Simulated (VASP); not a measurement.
# Ba (Fd-3m) in VASP: a series of runs

The runs below take Ba through single point, with PBE.

Everything below comes from runs of VASP 6.6.1. Logs are shortened: lines on timing, memory, paths and dates and some standing lists are left out, and cuts for length are marked.

### Step 1. The cell of the first run

The structure is cubic, space group Fd-3m (No. 227). The conventional cell has a = 7.681 Å, b = 7.681 Å, c = 7.681 Å, α = 90.00°, β = 90.00°, γ = 90.00°. Ba (site symmetry -43m) has 4 Ba at 3.33 Å within 4.4 Å.

This isn't the form of Ba at room conditions, which is bcc.

### Step 2. Single point, PBE

INCAR

```
PREC = Accurate
ENCUT = 520
EDIFF = 1E-6
ISMEAR = -1
SIGMA = 0.06122561905347299
LREAL = False
LASPH = True
NELM = 80
ALGO = Normal
ISIF = 2
LWAVE = False
LCHARG = True
GGA = PE
LELF = True
LVHAR = True
NBANDS = 17
```

KPOINTS

```
regular mesh
0
Gamma
  13 13 13
```

POSCAR

```
Ba
1.0
    0.0000000000      3.8403459703      3.8403459703
    3.8403459703      0.0000000000      3.8403459703
    3.8403459703      3.8403459703      0.0000000000
Ba
2
Direct
    0.0000000000      0.0000000000      0.0000000000
    0.2500000000      0.2500000000      0.2500000000
```

Potentials or basis: VASP PAW PBE potentials, release 64 (Ba_sv).

On the command line:

```bash
$ cat potpaw_PBE.64/Ba_sv/POTCAR > POTCAR
$ mpirun -np 1 vasp_std > vasp.out
```

OUTCAR:

```text
PREC = Accurate
   ENCUT = 520
   EDIFF = 1E-6
   ISMEAR = -1
   LREAL = False
   LASPH = True
   NELM = 80
   ISIF = 2
   GGA = PE

 ion  position               nearest neighbor table
   1  0.000  0.000  0.000-   2 3.33   2 3.33   2 3.33   2 3.33
   2  0.250  0.250  0.250-   1 3.33   1 3.33   1 3.33   1 3.33

  LATTYP: Found a face centered cubic cell.
 ALAT       =     7.6806919406

  Lattice vectors:

 A1 = (   0.0000000000,   3.8403459703,   3.8403459703)
 A2 = (   3.8403459703,   0.0000000000,   3.8403459703)
 A3 = (   3.8403459703,   3.8403459703,   0.0000000000)

Analysis of symmetry for initial positions (statically):
=====================================================================
 Subroutine PRICEL returns:
 Original cell was already a primitive cell.

 Routine SETGRP: Setting up the symmetry group for a
 face centered cubic supercell.

 Subroutine GETGRP returns: Found 48 space group operations
 (whereof 24 operations were pure point group operations)
 out of a pool of 48 trial point group operations.

The static configuration has the point symmetry T_d .
 The point group associated with its full space group is O_h .

Analysis of symmetry for dynamics (positions and initial velocities):
=====================================================================
 Subroutine PRICEL returns:
 Original cell was already a primitive cell.

 Routine SETGRP: Setting up the symmetry group for a
 face centered cubic supercell.

 Subroutine GETGRP returns: Found 48 space group operations
 (whereof 24 operations were pure point group operations)
 out of a pool of 48 trial point group operations.

The dynamic configuration has the point symmetry T_d .
 The point group associated with its full space group is O_h .

 Subroutine INISYM returns: Found 48 space group operations
 (whereof 24 operations are pure point group operations),
 and found     1 'primitive' translations

----------------------------------------------------------------------------------------

                                     Primitive cell

  volume of cell :     113.2768

  direct lattice vectors                    reciprocal lattice vectors
     0.000000000  3.840345970  3.840345970    -0.130196603  0.130196603  0.130196603
     3.840345970  0.000000000  3.840345970     0.130196603 -0.130196603  0.130196603
     3.840345970  3.840345970  0.000000000     0.130196603  0.130196603 -0.130196603

  length of vectors
     5.431069355  5.431069355  5.431069355     0.225507132  0.225507132  0.225507132

  position of ions in fractional coordinates (direct lattice)
     0.000000000  0.000000000  0.000000000
     0.250000000  0.250000000  0.250000000

  ion indices of the primitive-cell ions
   primitive index   ion index
                 1           1
                 2           2

----------------------------------------------------------------------------------------

 KPOINTS: regular mesh

Automatic generation of k-mesh.
 Grid dimensions read from file:
 generate k-points for:   13   13   13

 Generating k-lattice:

  Cartesian coordinates                     Fractional coordinates (reciprocal lattice)
    -0.010015123  0.010015123  0.010015123     0.076923077  0.000000000  0.000000000
     0.010015123 -0.010015123  0.010015123     0.000000000  0.076923077  0.000000000
     0.010015123  0.010015123 -0.010015123     0.000000000  0.000000000  0.076923077

  Length of vectors
     0.017346702  0.017346702  0.017346702

  Shift w.r.t. Gamma in fractional coordinates (k-lattice)
     0.000000000  0.000000000  0.000000000

 Subroutine IBZKPT returns following result:
 ===========================================

 Found     84 irreducible k-points:

 Following reciprocal coordinates:
            Coordinates               Weight
  0.000000  0.000000  0.000000      1.000000
  0.076923  0.000000  0.000000      8.000000
  0.153846  0.000000  0.000000      8.000000
  0.230769  0.000000  0.000000      8.000000
  0.307692  0.000000  0.000000      8.000000
  0.384615  0.000000  0.000000      8.000000
[... 16 lines left out ...]
  0.384615  0.153846  0.000000     24.000000
  0.461538  0.153846  0.000000     24.000000
 [... further k-points ...]
   k-points           NKPTS =     84   k-points in BZ     NKDIM =     84   number of bands    NBANDS=     17
   number of dos      NEDOS =    301   number of ions     NIONS =      2
   total plane-waves  NPLWV =  64000
   dimension x,y,z NGX =    40 NGY =   40 NGZ =   40
   dimension x,y,z NGXF=    80 NGYF=   80 NGZF=   80
   ions per type =               2
   NGX,Y,Z   is equivalent  to a cutoff of  12.24, 12.24, 12.24 a.u.
   NGXF,Y,Z  is equivalent  to a cutoff of  24.49, 24.49, 24.49 a.u.
 SYSTEM =  unknown system
   PREC   = accura    normal or accurate (medium, high low for compatibility)
   ISTART =      0    job   : 0-new  1-cont  2-samecut
   ICHARG =      2    charge: 1-file 2-atom 10-const
   ISPIN  =      1    spin polarized calculation?
   LNONCOLLINEAR =      F non collinear calculations
   LSORBIT =      F    spin-orbit coupling
   LASPH  =      T    aspherical Exc in radial PAW
   ENCUT  =  520.0 eV  38.22 Ry    6.18 a.u.  10.10 10.10 10.10*2*pi/ulx,y,z
   NELM   =     80;   NELMIN=  2; NELMDL= -5     # of ELM steps
   EDIFF  = 0.1E-05   stopping-criterion for ELM
   LREAL  =      F    real-space projection
   EDIFFG = 0.1E-04   stopping-criterion for IOM
   NSW    =      0    number of steps for IOM
   IBRION =     -1    ionic relax: 0-MD 1-quasi-New 2-CG
   NFREE  =      0    steps in history (QN), initial steepest desc. (CG)
   ISIF   =      2    stress and relaxation
   ISYM   =      2    0-nonsym 1-usesym 2-fastsym
   POTIM  = 0.5000    time-step for ionic-motion
   TEBEG  =    0.0;   TEEND  =   0.0 temperature during run
   PSTRESS=    0.0 pullay stress
   NELECT =      20.0000    total number of electrons
   NUPDOWN=      -1.0000    fix difference up-down
   EMIN   =  10.00;   EMAX   =-10.00  energy-range for DOS
   EFERMI =   0.00;   METHOD = LEGACY
   ISMEAR =    -1;   SIGMA  =   0.06  broadening in eV -4-tet -1-fermi 0-gaus
   EFERMI_NEDOS =   21; number of points for ismear=-14 and -15
   IALGO  =     38    algorithm
   IMIX   =      4    mixing-type and parameters
     AMIX     =   0.40;   BMIX     =  1.00
     AMIX_MAG =   1.60;   BMIX_MAG =  1.00
  volume/ion in A,a.u.               =      56.64       382.21
  Fermi-wavevector in a.u.,A,eV,Ry     =   0.918413  1.735548 11.476264  0.843482
  Thomas-Fermi vector in A             =   2.043491
   LORBIT       =      0    0 simple, 1 ext, 2 COOP (PROOUT), +10 PAW based schemes
   GGA     = PE    functional components
[... 5 lines left out ...]
 non-spin polarized calculation
  energy-cutoff  :      520.00
  volume of cell :      113.28
 maximum number of plane-waves:      3071
   NGX = 21   NGY = 21   NGZ = 21

 number of electron      19.9999999 magnetization

 Free energy of the ion-electron system (eV)
  ---------------------------------------------------
  ext. energy  EPLUGINS =         0.00000000
  ---------------------------------------------------
  free energy    TOTEN  =        -1.85268896 eV

  energy without entropy =       -1.83077634  energy(sigma->0) =       -1.84173265

 E-fermi :   1.7216     XC(G=0):  -7.6293

 val. band max:        1.7145050151   @ k =   0.0769   0.0769   0.0000
 cond. band min:       1.7395835396   @ k =   0.3077   0.0000   0.0000
 fundamental gap:      0.0250785245
 Fermi energy:         1.7215977932

 k-point     1 :       0.0000    0.0000    0.0000
  band No.  band energies     occupation
      1     -27.7171      2.00000
      2     -27.0241      2.00000
      3     -13.2518      2.00000
      4     -13.2518      2.00000
      5     -13.2518      2.00000
      6     -12.0800      2.00000
[... 9 lines left out ...]
     16       4.5983      0.00000
     17       4.5983      0.00000

 k-point     2 :       0.0769    0.0000    0.0000
  band No.  band energies     occupation
      1     -27.7100      2.00000
      2     -27.0322      2.00000
      3     -13.2615      2.00000
      4     -13.2615      2.00000
      5     -13.2527      2.00000
      6     -12.0777      2.00000
[... 9 lines left out ...]
     16       4.5657      0.00000
     17       4.5657      0.00000

 k-point     3 :       0.1538    0.0000    0.0000
  band No.  band energies     occupation
      1     -27.6895      2.00000
      2     -27.0555      2.00000
      3     -13.2873      2.00000
      4     -13.2873      2.00000
      5     -13.2558      2.00000
      6     -12.0702      2.00000
[... 9 lines left out ...]
     16       4.5122      0.00000
     17       4.5122      0.00000

 k-point     4 :       0.2308    0.0000    0.0000
  band No.  band energies     occupation
      1     -27.6578      2.00000
      2     -27.0911      2.00000
      3     -13.3217      2.00000
      4     -13.3217      2.00000
      5     -13.2615      2.00000
      6     -12.0575      2.00000
[... 9 lines left out ...]
     16       4.5869      0.00000
     17       4.5869      0.00000

 k-point     5 :       0.3077    0.0000    0.0000
  band No.  band energies     occupation
      1     -27.6192      2.00000
      2     -27.1339      2.00000
      3     -13.3559      2.00000
      4     -13.3559      2.00000
      5     -13.2693      2.00000
      6     -12.0412      2.00000
[... 9 lines left out ...]
     16       4.8868      0.00000
     17       4.8868      0.00000

 k-point     6 :       0.3846    0.0000    0.0000
  band No.  band energies     occupation
      1     -27.5811      2.00000
      2     -27.1754      2.00000
      3     -13.3827      2.00000
      4     -13.3827      2.00000
      5     -13.2770      2.00000
      6     -12.0257      2.00000
[... 9 lines left out ...]
     16       5.2939      0.00000
     17       5.2939      0.00000

 k-point     7 :       0.4615    0.0000    0.0000
  band No.  band energies     occupation
      1     -27.5557      2.00000
      2     -27.2027      2.00000
      3     -13.3973      2.00000
      4     -13.3973      2.00000
      5     -13.2818      2.00000
      6     -12.0161      2.00000
[... 9 lines left out ...]
     16       5.6319      0.00000
     17       5.6320      0.00000

 k-point     8 :       0.0769    0.0769    0.0000
  band No.  band energies     occupation
      1     -27.7076      2.00000
      2     -27.0349      2.00000
      3     -13.2735      2.00000
      4     -13.2735      2.00000
      5     -13.2343      2.00000
      6     -12.0990      2.00000
[... 9 lines left out ...]
     16       4.5583      0.00000
     17       4.5583      0.00000
[... 203 lines left out ...]
      1     -27.6984      2.00000
      2     -27.0454      2.00000
      3     -13.2947      2.00000
      4     -13.2687      2.00000
      5     -13.2430      2.00000
      6     -12.0863      2.00000
[... 9 lines left out ...]
     16       4.5071      0.00000
     17       4.5109      0.00000

 k-point    20 :       0.1538    0.1538    0.0000
  band No.  band energies     occupation
      1     -27.6797      2.00000
      2     -27.0665      2.00000
      3     -13.3295      2.00000
      4     -13.3295      2.00000
      5     -13.1833      2.00000
      6     -12.1539      2.00000
[... 9 lines left out ...]
     16       4.5007      0.00000
     17       4.5007      0.00000

 k-point    21 :       0.2308    0.1538    0.0000
  band No.  band energies     occupation
      1     -27.6553      2.00000
      2     -27.0938      2.00000
      3     -13.3667      2.00000
      4     -13.3646      2.00000
      5     -13.1539      2.00000
      6     -12.1825      2.00000
[... 9 lines left out ...]
     16       4.4235      0.00000
     17       4.5454      0.00000

 k-point    22 :       0.3077    0.1538    0.0000
  band No.  band energies     occupation
      1     -27.6209      2.00000
      2     -27.1319      2.00000
      3     -13.4105      2.00000
      4     -13.3980      2.00000
      5     -13.1307      2.00000
      6     -12.1987      2.00000
[... 9 lines left out ...]
     16       4.2979      0.00000
     17       4.7742      0.00000

 k-point    23 :       0.3846    0.1538    0.0000
  band No.  band energies     occupation
      1     -27.5813      2.00000
      2     -27.1751      2.00000
      3     -13.4545      2.00000
      4     -13.4226      2.00000
      5     -13.1140      2.00000
      6     -12.2050      2.00000
[... 9 lines left out ...]
     16       4.4799      0.00000
     17       5.1545      0.00000

 k-point    24 :       0.4615    0.1538    0.0000
  band No.  band energies     occupation
      1     -27.5453      2.00000
      2     -27.2138      2.00000
      3     -13.4902      2.00000
      4     -13.4342      2.00000
      5     -13.1054      2.00000
      6     -12.2031      2.00000
[... 9 lines left out ...]
     16       4.8137      0.00000
     17       5.4138      0.00000

 [... further k-points ...]

------------------------ aborting loop because EDIFF is reached ----------------------------------------

  FORCE on cell =-STRESS in cart. coord.  units (eV):
  Direction    XX          YY          ZZ          XY          YZ          ZX
  --------------------------------------------------------------------------------------
  -------------------------------------------------------------------------------------
  Total        0.2806176      0.2806176      0.2806176      0.0000000      0.0000000      0.0000000
  in kB        3.9690303      3.9690303      3.9690303      0.0000000      0.0000000      0.0000000
  external PRESSURE =       3.9690303 kB  Pullay stress =       0.0000000 kB

 VOLUME and BASIS-vectors are now :
 -----------------------------------------------------------------------------
  energy-cutoff  :      520.00
  volume of cell :      113.28
      direct lattice vectors                 reciprocal lattice vectors
     0.000000000  3.840345970  3.840345970    -0.130196603  0.130196603  0.130196603
     3.840345970  0.000000000  3.840345970     0.130196603 -0.130196603  0.130196603
     3.840345970  3.840345970  0.000000000     0.130196603  0.130196603 -0.130196603

 POSITION                                       TOTAL-FORCE (eV/Angst)
 -----------------------------------------------------------------------------------
      0.00000      0.00000      0.00000         0.000000      0.000000      0.000000
      1.92017      1.92017      1.92017        -0.000000     -0.000000     -0.000000
 -----------------------------------------------------------------------------------
    total drift:                               -0.000000      0.000000      0.000000

  FREE ENERGIE OF THE ION-ELECTRON SYSTEM (eV)
  ---------------------------------------------------
  free  energy   TOTEN  =        -1.8526889583 eV

  energy  without entropy=       -1.8307763408  energy(sigma->0) =       -1.84173265
```

Run time: 2.7 min. Hardware: 1 thread of Oxide Virtual Turin-like, shared host; peak memory 0.28 GiB.

What came out:

- Free energy: -1.8527 eV
- Pressure: 0.4 GPa
- Band gap on the k mesh: zero (bands 10 and 11 overlap by 0.19 eV)

Levels at points of the mesh, in eV from the Fermi level:
```tsv
k point	band 6	band 7	band 8	band 9	band 10	band 11	band 12	band 13	band 14	band 15
(0.00, 0.00, 0.00)	-13.80	-13.80	-13.80	-2.13	0.15	0.15	1.26	1.26	1.26	2.88
```

Caveat: spin-orbit coupling is left out, which moves the levels of the heavy elements.

(Continued in part 2 of 2.)

The gap in the log of VASP goes by the Fermi energy; the results here count the filled bands.